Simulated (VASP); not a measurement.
# Tl (P6_3/mmc) in VASP: a series of runs

Runs on Tl. Level: LDA. Tasks: single point.

Everything below comes from runs of VASP 6.6.1. Logs are shortened: lines on timing, memory, paths and dates and some standing lists are left out, and cuts for length are marked.

### 1 The cell of the first run

Symmetry: P6_3/mmc, No. 194, hexagonal system. Conventional cell: a = 3.401 Å, b = 3.401 Å, c = 5.443 Å, α = 90.00°, β = 90.00°, γ = 120.00°. Tl (site symmetry -6m2) has 12 Tl at 3.36 to 3.40 Å within 4.4 Å.

### 2 Single point, LDA

The input, INCAR:

```
SYSTEM = Tl
ALGO = Normal
EDIFF = 1E-6
ENCUT = 520
GGA = CA
ISIF = 2
ISMEAR = -1
LASPH = .TRUE.
LCHARG = .FALSE.
LREAL = .FALSE.
LWAVE = .FALSE.
NBANDS = 20
NELM = 80
PREC = Accurate
SIGMA = 0.03
```

The input, KPOINTS:

```
k-points
0
G
  11 11 6
  0 0 0
```

The input, POSCAR:

```
Tl
1.0
    3.4014029632      0.0000000000      0.0000000000
   -1.7007014816      2.9457013746      0.0000000000
    0.0000000000      0.0000000000      5.4430041633
Tl
2
Direct
    0.3333333333      0.6666666667      0.2500000000
    0.6666666667      0.3333333333      0.7500000000
```

Potentials or basis: VASP PAW LDA potentials, release 64 (Tl_d).

Started as:

```
$ cat potpaw_LDA.64/Tl_d/POTCAR > POTCAR
$ mpirun -np 1 vasp_std > vasp.out
```

OUTCAR:

```text
SYSTEM = Tl
   EDIFF = 1E-6
   ENCUT = 520
   GGA = CA
   ISIF = 2
   ISMEAR = -1
   LASPH = .TRUE.
   LREAL = .FALSE.
   NELM = 80
   PREC = Accurate

 ion  position               nearest neighbor table
   1  0.333  0.667  0.250-   2 3.36   2 3.36   2 3.36   2 3.36   2 3.36   2 3.36
   2  0.667  0.333  0.750-   1 3.36   1 3.36   1 3.36   1 3.36   1 3.36   1 3.36

  LATTYP: Found a hexagonal cell.
 ALAT       =     3.4014029632
 C/A-ratio  =     1.6002232673

  Lattice vectors:

 A1 = (   3.4014029632,   0.0000000000,   0.0000000000)
 A2 = (  -1.7007014816,   2.9457013746,   0.0000000000)
 A3 = (   0.0000000000,   0.0000000000,   5.4430041633)

Analysis of symmetry for initial positions (statically):
=====================================================================
 Subroutine PRICEL returns:
 Original cell was already a primitive cell.

 Routine SETGRP: Setting up the symmetry group for a
 hexagonal supercell.

 Subroutine GETGRP returns: Found 24 space group operations
 (whereof 12 operations were pure point group operations)
 out of a pool of 24 trial point group operations.

The static configuration has the point symmetry D_3d.
 The point group associated with its full space group is D_6h.

Analysis of symmetry for dynamics (positions and initial velocities):
=====================================================================
 Subroutine PRICEL returns:
 Original cell was already a primitive cell.

 Routine SETGRP: Setting up the symmetry group for a
 hexagonal supercell.

 Subroutine GETGRP returns: Found 24 space group operations
 (whereof 12 operations were pure point group operations)
 out of a pool of 24 trial point group operations.

The dynamic configuration has the point symmetry D_3d.
 The point group associated with its full space group is D_6h.

 Subroutine INISYM returns: Found 24 space group operations
 (whereof 12 operations are pure point group operations),
 and found     1 'primitive' translations

----------------------------------------------------------------------------------------

                                     Primitive cell

  volume of cell :      54.5363

  direct lattice vectors                    reciprocal lattice vectors
     3.401402963  0.000000000  0.000000000     0.293996334  0.169738862  0.000000000
    -1.700701482  2.945701375  0.000000000     0.000000000  0.339477725  0.000000000
     0.000000000  0.000000000  5.443004163     0.000000000  0.000000000  0.183722071

  length of vectors
     3.401402963  3.401402963  5.443004163     0.339477725  0.339477725  0.183722071

  position of ions in fractional coordinates (direct lattice)
     0.333333333  0.666666667  0.250000000
     0.666666667  0.333333333  0.750000000

  ion indices of the primitive-cell ions
   primitive index   ion index
                 1           1
                 2           2

----------------------------------------------------------------------------------------

 KPOINTS: k-points

Automatic generation of k-mesh.
 Grid dimensions read from file:
 generate k-points for:   11   11    6

 Generating k-lattice:

  Cartesian coordinates                     Fractional coordinates (reciprocal lattice)
     0.026726939  0.015430806  0.000000000     0.090909091  0.000000000  0.000000000
     0.000000000  0.030861611  0.000000000     0.000000000  0.090909091  0.000000000
     0.000000000  0.000000000  0.030620345     0.000000000  0.000000000  0.166666667

  Length of vectors
     0.030861611  0.030861611  0.030620345

  Shift w.r.t. Gamma in fractional coordinates (k-lattice)
     0.000000000  0.000000000  0.000000000

 Subroutine IBZKPT returns following result:
 ===========================================

 Found     64 irreducible k-points:

 Following reciprocal coordinates:
            Coordinates               Weight
  0.000000  0.000000  0.000000      1.000000
  0.090909 -0.000000  0.000000      6.000000
  0.181818 -0.000000  0.000000      6.000000
  0.272727  0.000000  0.000000      6.000000
  0.363636  0.000000  0.000000      6.000000
  0.454545 -0.000000  0.000000      6.000000
[... 16 lines left out ...]
  0.090909  0.090909  0.166667     12.000000
  0.181818  0.090909  0.166667     24.000000
 [... further k-points ...]
   k-points           NKPTS =     64   k-points in BZ     NKDIM =     64   number of bands    NBANDS=     20
   number of dos      NEDOS =    301   number of ions     NIONS =      2
   total plane-waves  NPLWV =  31360
   dimension x,y,z NGX =    28 NGY =   28 NGZ =   40
   dimension x,y,z NGXF=    56 NGYF=   56 NGZF=   80
   ions per type =               2
   NGX,Y,Z   is equivalent  to a cutoff of  13.69, 13.69, 12.22 a.u.
   NGXF,Y,Z  is equivalent  to a cutoff of  27.37, 27.37, 24.43 a.u.
 SYSTEM =  Tl
   PREC   = accura    normal or accurate (medium, high low for compatibility)
   ISTART =      0    job   : 0-new  1-cont  2-samecut
   ICHARG =      2    charge: 1-file 2-atom 10-const
   ISPIN  =      1    spin polarized calculation?
   LNONCOLLINEAR =      F non collinear calculations
   LSORBIT =      F    spin-orbit coupling
   LASPH  =      T    aspherical Exc in radial PAW
   ENCUT  =  520.0 eV  38.22 Ry    6.18 a.u.   6.32  6.32 10.12*2*pi/ulx,y,z
   NELM   =     80;   NELMIN=  2; NELMDL= -5     # of ELM steps
   EDIFF  = 0.1E-05   stopping-criterion for ELM
   LREAL  =      F    real-space projection
   EDIFFG = 0.1E-04   stopping-criterion for IOM
   NSW    =      0    number of steps for IOM
   IBRION =     -1    ionic relax: 0-MD 1-quasi-New 2-CG
   NFREE  =      0    steps in history (QN), initial steepest desc. (CG)
   ISIF   =      2    stress and relaxation
   ISYM   =      2    0-nonsym 1-usesym 2-fastsym
   POTIM  = 0.5000    time-step for ionic-motion
   TEBEG  =    0.0;   TEEND  =   0.0 temperature during run
   PSTRESS=    0.0 pullay stress
   NELECT =      26.0000    total number of electrons
   NUPDOWN=      -1.0000    fix difference up-down
   EMIN   =  10.00;   EMAX   =-10.00  energy-range for DOS
   EFERMI =   0.00;   METHOD = LEGACY
   ISMEAR =    -1;   SIGMA  =   0.03  broadening in eV -4-tet -1-fermi 0-gaus
   EFERMI_NEDOS =   21; number of points for ismear=-14 and -15
   IALGO  =     38    algorithm
   IMIX   =      4    mixing-type and parameters
     AMIX     =   0.40;   BMIX     =  1.00
     AMIX_MAG =   1.60;   BMIX_MAG =  1.00
  volume/ion in A,a.u.               =      27.27       184.01
  Fermi-wavevector in a.u.,A,eV,Ry     =   1.278903  2.416775 22.253577  1.635592
  Thomas-Fermi vector in A             =   2.411419
   LORBIT       =      0    0 simple, 1 ext, 2 COOP (PROOUT), +10 PAW based schemes
   GGA     = CA    functional components
   LHFCALC =     F    Hartree Fock is set to
   AEXX    =    0.0000 exact exchange contribution
   IVDW    =     0    specifies the selected vdW correction
   LEPSILON=     F    determine dielectric tensor
   LRPA    =     F    only Hartree local field effects (RPA)
 non-spin polarized calculation
  energy-cutoff  :      520.00
  volume of cell :       54.54
 maximum number of plane-waves:      1496
 NGX is ok and might be reduce to    28
   NGX = 13   NGY = 13   NGZ = 21

 number of electron      25.9999999 magnetization

 Free energy of the ion-electron system (eV)
  ---------------------------------------------------
  ext. energy  EPLUGINS =         0.00000000
  ---------------------------------------------------
  free energy    TOTEN  =        -5.87518449 eV

  energy without entropy =       -5.87131228  energy(sigma->0) =       -5.87324838

 E-fermi :   6.7561     XC(G=0): -10.7419

 val. band max:        6.7328716638   @ k =   0.3636   0.0000   0.0000
 cond. band min:       6.7955459380   @ k =   0.3636   0.2727   0.3333
 fundamental gap:      0.0626742742
 Fermi energy:         6.7561003849

 k-point     1 :       0.0000    0.0000    0.0000
  band No.  band energies     occupation
      1      -5.0734      2.00000
      2      -4.7909      2.00000
      3      -4.7694      2.00000
      4      -4.7694      2.00000
      5      -4.7076      2.00000
      6      -4.7076      2.00000
[... 12 lines left out ...]
     19      17.9529      0.00000
     20      18.0455      0.00000

 k-point     2 :       0.0909   -0.0000    0.0000
  band No.  band energies     occupation
      1      -5.0405      2.00000
      2      -4.8295      2.00000
      3      -4.7293      2.00000
      4      -4.7253      2.00000
      5      -4.7089      2.00000
      6      -4.6703      2.00000
[... 12 lines left out ...]
     19      17.9913      0.00000
     20      18.6305      0.00000

 k-point     3 :       0.1818   -0.0000    0.0000
  band No.  band energies     occupation
      1      -5.0134      2.00000
      2      -4.8397      2.00000
      3      -4.7364      2.00000
      4      -4.7277      2.00000
      5      -4.6964      2.00000
      6      -4.6287      2.00000
[... 12 lines left out ...]
     19      17.4868      0.00000
     20      18.7664      0.00000

 k-point     4 :       0.2727    0.0000    0.0000
  band No.  band energies     occupation
      1      -5.0734      2.00000
      2      -4.8510      2.00000
      3      -4.8371      2.00000
      4      -4.7509      2.00000
      5      -4.6895      2.00000
      6      -4.5081      2.00000
[... 12 lines left out ...]
     19      16.6040      0.00000
     20      17.8039      0.00000

 k-point     5 :       0.3636    0.0000    0.0000
  band No.  band energies     occupation
      1      -5.1453      2.00000
      2      -4.9463      2.00000
      3      -4.9045      2.00000
      4      -4.7971      2.00000
      5      -4.6115      2.00000
      6      -4.5418      2.00000
[... 12 lines left out ...]
     19      15.7876      0.00000
     20      17.1375      0.00000
[... 353 lines left out ...]
      6      -4.5529      2.00000
[... 12 lines left out ...]
     19      15.5983      0.00000
     20      16.7531      0.00000

 k-point    22 :       0.4545   -0.0000    0.1667
  band No.  band energies     occupation
      1      -5.1649      2.00000
      2      -5.0774      2.00000
      3      -4.8993      2.00000
      4      -4.7857      2.00000
      5      -4.6955      2.00000
      6      -4.5107      2.00000
[... 12 lines left out ...]
     19      15.4082      0.00000
     20      16.4744      0.00000

 k-point    23 :       0.0909    0.0909    0.1667
  band No.  band energies     occupation
      1      -4.9785      2.00000
      2      -4.8562      2.00000
      3      -4.7764      2.00000
      4      -4.7318      2.00000
      5      -4.7118      2.00000
      6      -4.6496      2.00000
[... 12 lines left out ...]
     19      17.2926      0.00000
     20      18.1723      0.00000

 k-point    24 :       0.1818    0.0909    0.1667
  band No.  band energies     occupation
      1      -4.9871      2.00000
      2      -4.8714      2.00000
      3      -4.8107      2.00000
      4      -4.7357      2.00000
      5      -4.7160      2.00000
      6      -4.5676      2.00000
[... 12 lines left out ...]
     19      17.1970      0.00000
     20      18.0573      0.00000

 [... further k-points ...]
[... 5 lines left out ...]
  --------------------------------------------------------------------------------------
  -------------------------------------------------------------------------------------
  Total       -0.0590677     -0.0590677      0.1656774      0.0000000      0.0000000      0.0000000
  in kB       -1.7353025     -1.7353025      4.8673033      0.0000000      0.0000000      0.0000000
  external PRESSURE =       0.4655661 kB  Pullay stress =       0.0000000 kB

 VOLUME and BASIS-vectors are now :
 -----------------------------------------------------------------------------
  energy-cutoff  :      520.00
  volume of cell :       54.54
      direct lattice vectors                 reciprocal lattice vectors
     3.401402963  0.000000000  0.000000000     0.293996334  0.169738862  0.000000000
    -1.700701482  2.945701375  0.000000000     0.000000000  0.339477725  0.000000000
     0.000000000  0.000000000  5.443004163     0.000000000  0.000000000  0.183722071

 POSITION                                       TOTAL-FORCE (eV/Angst)
 -----------------------------------------------------------------------------------
     -0.00000      1.96380      1.36075        -0.000000     -0.000000      0.000000
      1.70070      0.98190      4.08225         0.000000      0.000000      0.000000
 -----------------------------------------------------------------------------------
    total drift:                               -0.000000      0.000000      0.000000

  FREE ENERGIE OF THE ION-ELECTRON SYSTEM (eV)
  ---------------------------------------------------
  free  energy   TOTEN  =        -5.8751844920 eV

  energy  without entropy=       -5.8713122767  energy(sigma->0) =       -5.87324838
```

Wall time 43 s (1 thread of Intel Xeon Platinum 8259CL at 2.50GHz (Skylake/Cascade Lake), shared host); peak memory 0.19 GiB.

Results:

```
Free energy            : -5.8752 eV
Pressure               : 0.0 GPa
Band gap on the k mesh : zero (band 13 reaches 10.48 eV, above the bottom of band 14 at 4.51 eV)
```

Caveat: spin-orbit coupling is left out, which moves the levels of the heavy elements.

### 3 Single point, LDA

The input, INCAR:

```
SYSTEM = Tl
PREC = Accurate
ENCUT = 520
EDIFF = 1E-7
ISMEAR = -1
SIGMA = 0.1
LREAL = .FALSE.
LASPH = .TRUE.
NELM = 100
ALGO = Normal
ISIF = 2
LWAVE = .FALSE.
LCHARG = .FALSE.
NBANDS = 20
```

The input, KPOINTS:

```
regular mesh
0
G
  11 11 6
  0 0 0
```

POSCAR is that of step 2.

Potentials or basis: VASP PAW LDA potentials, release 64 (Tl_d).

Started as:

```
$ cat potpaw_LDA.64/Tl_d/POTCAR > POTCAR
$ mpirun -np 1 vasp_std > vasp.out
```

OUTCAR:

```text
SYSTEM = Tl
   PREC = Accurate
   ENCUT = 520
   EDIFF = 1E-7
   ISMEAR = -1
   LREAL = .FALSE.
   LASPH = .TRUE.
   NELM = 100
   ISIF = 2

 ion  position               nearest neighbor table
   1  0.333  0.667  0.250-   2 3.36   2 3.36   2 3.36   2 3.36   2 3.36   2 3.36
   2  0.667  0.333  0.750-   1 3.36   1 3.36   1 3.36   1 3.36   1 3.36   1 3.36

  LATTYP: Found a hexagonal cell.
 ALAT       =     3.4014029632
 C/A-ratio  =     1.6002232673

  Lattice vectors:

 A1 = (   3.4014029632,   0.0000000000,   0.0000000000)
 A2 = (  -1.7007014816,   2.9457013746,   0.0000000000)
[... 191 lines left out ...]
      5      -4.7062      2.00000
      6      -4.7062      2.00000
[... 541 lines left out ...]
     19      17.1972      0.00000
     20      18.0573      0.00000

 [... further k-points ...]
[... 5 lines left out ...]
  --------------------------------------------------------------------------------------
  -------------------------------------------------------------------------------------
  Total        0.0170118      0.0170118      0.0356217      0.0000000     -0.0000000      0.0000000
  in kB        0.4997770      0.4997770      1.0465017      0.0000000     -0.0000000      0.0000000
  external PRESSURE =       0.6820186 kB  Pullay stress =       0.0000000 kB

 VOLUME and BASIS-vectors are now :
 -----------------------------------------------------------------------------
  energy-cutoff  :      520.00
  volume of cell :       54.54
      direct lattice vectors                 reciprocal lattice vectors
     3.401402963  0.000000000  0.000000000     0.293996334  0.169738862  0.000000000
    -1.700701482  2.945701375  0.000000000     0.000000000  0.339477725  0.000000000
     0.000000000  0.000000000  5.443004163     0.000000000  0.000000000  0.183722071

 POSITION                                       TOTAL-FORCE (eV/Angst)
 -----------------------------------------------------------------------------------
     -0.00000      1.96380      1.36075        -0.000000      0.000000      0.000000
      1.70070      0.98190      4.08225         0.000000     -0.000000      0.000000
 -----------------------------------------------------------------------------------
    total drift:                               -0.000000      0.000000      0.000000

  FREE ENERGIE OF THE ION-ELECTRON SYSTEM (eV)
  ---------------------------------------------------
  free  energy   TOTEN  =        -5.8898923253 eV

  energy  without entropy=       -5.8613031744  energy(sigma->0) =       -5.87559775
```

Wall time 51 s (1 thread of Intel Xeon Platinum 8259CL at 2.50GHz (Skylake/Cascade Lake), shared host); peak memory 0.19 GiB.

Results:

* Free energy: -5.8899 eV
* Pressure: 0.1 GPa
* Band gap on the k mesh: zero (band 13 reaches 10.48 eV, above the bottom of band 14 at 4.51 eV)

Caveat: spin-orbit coupling is left out, which moves the levels of the heavy elements.

(Part 1 of 2 ends here.)
